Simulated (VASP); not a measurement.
# Al2O3 (R-3c) in VASP: notebook, part 2 of 2

VASP 6.6.1.

## Step 3: Single point, PBEsol (c/a of the conventional cell at fixed volume 2.7262)

File INCAR:

```
PREC = Accurate
ENCUT = 520
EDIFF = 1E-6
ISMEAR = 0
SIGMA = 0.05
LREAL = F
LASPH = T
NELM = 60
ALGO = Normal
ISIF = 2
LWAVE = F
LCHARG = T
GGA = PS
LELF = T
LVHAR = T
NBANDS = 35
```

File KPOINTS:

```
Automatic mesh
0
Gamma
  6 6 6
```

File POSCAR:

```
Al2O3
1.0
    2.3866493474      1.3779326432      4.3377178304
   -2.3866493474      1.3779326432      4.3377178304
    0.0000000000     -2.7558652864      4.3377178304
Al O
4 6
Direct
    0.8405082487      0.8405082487      0.8405082487
    0.6594917513      0.6594917513      0.6594917513
    0.1594917513      0.1594917513      0.1594917513
    0.3405082487      0.3405082487      0.3405082487
    0.0558571577      0.4441428423      0.7500000000
    0.7500000000      0.0558571577      0.4441428423
    0.4441428423      0.7500000000      0.0558571577
    0.9441428423      0.5558571577      0.2500000000
    0.2500000000      0.9441428423      0.5558571577
    0.5558571577      0.2500000000      0.9441428423
```

Potentials or basis: VASP PAW PBE potentials, release 64 (Al, O).

Run with:

```sh
$ cat potpaw_PBE.64/Al/POTCAR potpaw_PBE.64/O/POTCAR > POTCAR
$ mpirun -np 1 vasp_std > vasp.out
```

OUTCAR:

```text
PREC = Accurate
   ENCUT = 520
   EDIFF = 1E-6
   ISMEAR = 0
   LREAL = F
   LASPH = T
   NELM = 60
   ISIF = 2
   GGA = PS

 ion  position               nearest neighbor table
   1  0.841  0.841  0.841-   5 1.88   6 1.88   7 1.88  10 1.93   8 1.93   9 1.93   2 2.36   3 2.76
                             3 2.76   3 2.76
   2  0.659  0.659  0.659-   5 1.88   7 1.88   6 1.88   9 1.93   8 1.93  10 1.93   1 2.36   4 2.76
                             4 2.76   4 2.76
   3  0.159  0.159  0.159-   8 1.88   9 1.88  10 1.88   7 1.93   5 1.93   6 1.93   4 2.36   1 2.76
                             1 2.76   1 2.76
   4  0.341  0.341  0.341-   8 1.88  10 1.88   9 1.88   6 1.93   5 1.93   7 1.93   3 2.36   2 2.76
                             2 2.76   2 2.76
   5  0.056  0.444  0.750-   1 1.88   2 1.88   3 1.93   4 1.93
   6  0.750  0.056  0.444-   1 1.88   2 1.88   4 1.93   3 1.93
   7  0.444  0.750  0.056-   2 1.88   1 1.88   3 1.93   4 1.93
   8  0.944  0.556  0.250-   3 1.88   4 1.88   1 1.93   2 1.93
   9  0.250  0.944  0.556-   3 1.88   4 1.88   2 1.93   1 1.93
  10  0.556  0.250  0.944-   4 1.88   3 1.88   1 1.93   2 1.93

  LATTYP: Found a trigonal (rhomboedric) cell.
 ALAT       =     5.1391234129
[... 215 lines left out ...]
      6     -10.3789      2.00000
[... 901 lines left out ...]
     34      19.2827      0.00000
     35      19.3852      0.00000

 [... further k-points ...]

------------------------ aborting loop because EDIFF is reached ----------------------------------------

  FORCE on cell =-STRESS in cart. coord.  units (eV):
  Direction    XX          YY          ZZ          XY          YZ          ZX
  --------------------------------------------------------------------------------------
  -------------------------------------------------------------------------------------
  Total       -0.6162389     -0.6162389      7.7702776      0.0000000     -0.0000000      0.0000000
  in kB      -11.5353438    -11.5353438    145.4514200      0.0000000     -0.0000000      0.0000000
  external PRESSURE =      40.7935775 kB  Pullay stress =       0.0000000 kB

 VOLUME and BASIS-vectors are now :
 -----------------------------------------------------------------------------
  energy-cutoff  :      520.00
  volume of cell :       85.59
      direct lattice vectors                 reciprocal lattice vectors
     2.386649347  1.377932643  4.337717830     0.209498727  0.120954146  0.076845324
    -2.386649347  1.377932643  4.337717830    -0.209498727  0.120954146  0.076845324
     0.000000000 -2.755865286  4.337717830     0.000000000 -0.241908293  0.076845324

 POSITION                                       TOTAL-FORCE (eV/Angst)
 -----------------------------------------------------------------------------------
      0.00000      0.00000     10.93766        -0.000000      0.000000      3.348869
      0.00000      0.00000      8.58207        -0.000000      0.000000     -3.348869
      0.00000      0.00000      2.07549        -0.000000      0.000000     -3.348869
      0.00000      0.00000      4.43109        -0.000000     -0.000000      3.348869
     -0.92670     -1.37793      5.42215         0.515473      0.000000      0.000000
      1.65668     -0.11358      5.42215        -0.257737      0.446413      0.000000
     -0.72997      1.49151      5.42215        -0.257737     -0.446413      0.000000
      0.92670      1.37793      7.59101        -0.515473      0.000000      0.000000
     -1.65668      0.11358      7.59101         0.257737     -0.446413      0.000000
      0.72997     -1.49151      7.59101         0.257737      0.446413      0.000000
 -----------------------------------------------------------------------------------
    total drift:                                0.000000      0.000000     -0.000000

  FREE ENERGIE OF THE ION-ELECTRON SYSTEM (eV)
  ---------------------------------------------------
  free  energy   TOTEN  =       -77.7404997037 eV

  energy  without entropy=      -77.7404997037  energy(sigma->0) =      -77.74049970
```

OSZICAR:

```text
N       E                     dE             d eps       ncg     rms          rms(c)
DAV:   1     0.224470177008E+03    0.22447E+03   -0.25384E+04  2240   0.131E+03
DAV:   2    -0.722928144461E+02   -0.29676E+03   -0.28811E+03  2869   0.286E+02
DAV:   3    -0.847931024989E+02   -0.12500E+02   -0.12458E+02  2916   0.601E+01
DAV:   4    -0.848930853579E+02   -0.99983E-01   -0.99930E-01  2816   0.616E+00
DAV:   5    -0.848943688332E+02   -0.12835E-02   -0.12833E-02  2855   0.691E-01    0.164E+01
DAV:   6    -0.778297636647E+02    0.70646E+01   -0.23994E+01  2773   0.259E+01    0.601E+00
DAV:   7    -0.777751803873E+02    0.54583E-01   -0.84895E-01  2736   0.442E+00    0.323E+00
DAV:   8    -0.777407903899E+02    0.34390E-01   -0.10039E-01  2797   0.233E+00    0.613E-01
DAV:   9    -0.777402412849E+02    0.54910E-03   -0.21551E-02  2928   0.783E-01    0.330E-01
DAV:  10    -0.777405098222E+02   -0.26854E-03   -0.82123E-04  2717   0.183E-01    0.133E-01
DAV:  11    -0.777404944254E+02    0.15397E-04   -0.41224E-04  2728   0.116E-01    0.475E-02
DAV:  12    -0.777405016441E+02   -0.72187E-05   -0.20126E-05  2645   0.279E-02    0.122E-02
DAV:  13    -0.777404996927E+02    0.19514E-05   -0.96809E-06  2840   0.172E-02    0.152E-03
DAV:  14    -0.777404997037E+02   -0.11039E-07   -0.22013E-07  1528   0.293E-03
   1 F= -.77740500E+02 E0= -.77740500E+02  d E =-.116585E-10
```

stdout:

```text
POSCAR found type information on POSCAR AlO
 POSCAR found :  2 types and      10 ions
 scaLAPACK will be used
 -----------------------------------------------------------------------------
|                                                                             |
|                                                                             |
|     You enforced a specific xc type in the INCAR file but a different       |
|     I HOPE YOU KNOW WHAT YOU ARE DOING!                                     |
|                                                                             |
 -----------------------------------------------------------------------------

 LDA part: xc-table for (Slater+PW92), standard interpolation
 POSCAR, INCAR and KPOINTS ok, starting setup
 FFT: planning ... GRIDC
 FFT: planning ... GRID_SOFT
 FFT: planning ... GRID
 WAVECAR not read
 entering main loop
```

It took 95 s on 1 thread of Intel Xeon 6975P-C, shared host; peak memory 0.26 GiB.

What came out:

| Property | Result |
| --- | --- |
| Free energy | -77.7405 eV |
| Pressure | 4.1 GPa |
| Largest force | 3.349 eV/Å |
| Band gap on the k mesh | 6.27 eV, direct |

Forces on the atoms (eV/Å):
```
Al   0.000  0.000  3.349
Al   0.000  0.000 -3.349
Al   0.000  0.000 -3.349
Al   0.000  0.000  3.349
O    0.515  0.000  0.000
O   -0.258  0.446  0.000
O   -0.258 -0.446  0.000
O   -0.515  0.000  0.000
O    0.258 -0.446  0.000
O    0.258  0.446  0.000
```

Stress tensor (GPa, compression positive):
```
-1.15  0.00  0.00
 0.00 -1.15  0.00
 0.00  0.00 14.55
```

Levels at points of the mesh, in eV from the valence-band top:
```tsv
k point	band 21	band 22	band 23	band 24	band 25	band 26	band 27	band 28
(0.00, 0.00, 0.00)	-0.40	-0.01	0.00	0.00	6.27	8.78	10.96	11.27
(0.50, 0.00, 0.00)	-0.69	-0.69	-0.25	-0.25	9.42	9.42	9.69	9.69
(0.50, 0.50, 0.00)	-0.85	-0.81	-0.71	-0.07	9.36	9.59	10.07	10.56
(0.50, 0.50, 0.50)	-0.30	-0.30	-0.30	-0.30	8.58	8.58	11.79	11.79
```

Caveat: the PAW data sets were made with another functional, which shifts forces and pressure a little.

## Step 4: Single point, PBEsol (c/a of the conventional cell at fixed volume 2.3627)

File INCAR:

```
  PREC = Accurate
  ENCUT = 520
  EDIFF = 1E-7
  ISMEAR = 0
  SIGMA = 0.05
  LREAL = False
  LASPH = True
  NELM = 60
  ALGO = Normal
  ISIF = 2
  LWAVE = False
  LCHARG = False
  GGA = PS
  NBANDS = 35
```

File KPOINTS:

```
regular mesh
0
Gamma
  6 6 6
```

Edit POSCAR of step 3 so:

```diff
@@ -2,5 +2,5 @@
 1.0
-    2.3866493474      1.3779326432      4.3377178304
-   -2.3866493474      1.3779326432      4.3377178304
-    0.0000000000     -2.7558652864      4.3377178304
+    2.5032663946      1.4452615268      3.9429783403
+   -2.5032663946      1.4452615268      3.9429783403
+    0.0000000000     -2.8905230535      3.9429783403
 Al O
```

Run with:

```sh
$ cat potpaw_PBE.64/Al/POTCAR potpaw_PBE.64/O/POTCAR > POTCAR
$ mpirun -np 1 vasp_std > vasp.out
```

Run time: 63 s. Hardware: 1 thread of Intel Xeon 6975P-C, shared host; peak memory 0.23 GiB.

Results (log left out):

```
Free energy            : -75.3120 eV
Pressure               : 7.6 GPa
Largest force          : 6.094 eV/Å
Band gap on the k mesh : 4.92 eV, direct
```

Forces on the atoms (eV/Å):
```
Al   0.000  0.000  6.094
Al   0.000  0.000 -6.094
Al   0.000  0.000 -6.094
Al   0.000  0.000  6.094
O    0.018  0.000  0.000
O   -0.009  0.016  0.000
O   -0.009 -0.016  0.000
O   -0.018  0.000  0.000
O    0.009 -0.016  0.000
O    0.009  0.016  0.000
```

Stress tensor (GPa, compression positive):
```
-18.56   0.00   0.00
  0.00 -18.56   0.00
  0.00   0.00  59.87
```

Levels at points of the mesh, in eV from the valence-band top:
| k point | band 22 | band 23 | band 24 | band 25 | band 26 | band 27 |
| --- | --- | --- | --- | --- | --- | --- |
| (0.00, 0.00, 0.00) | -0.95 | -0.95 | 0.00 | 4.92 | 6.99 | 9.60 |
| (0.50, 0.00, 0.00) | -1.24 | -0.71 | -0.71 | 7.94 | 7.94 | 8.80 |
| (0.50, 0.50, 0.00) | -1.48 | -1.18 | -0.48 | 7.60 | 8.43 | 8.48 |
| (0.50, 0.50, 0.50) | -1.42 | -1.42 | -1.42 | 7.10 | 7.10 | 10.08 |

Caveat: the PAW data sets were made with another functional, which shifts forces and pressure a little. A k mesh can miss the band edges.
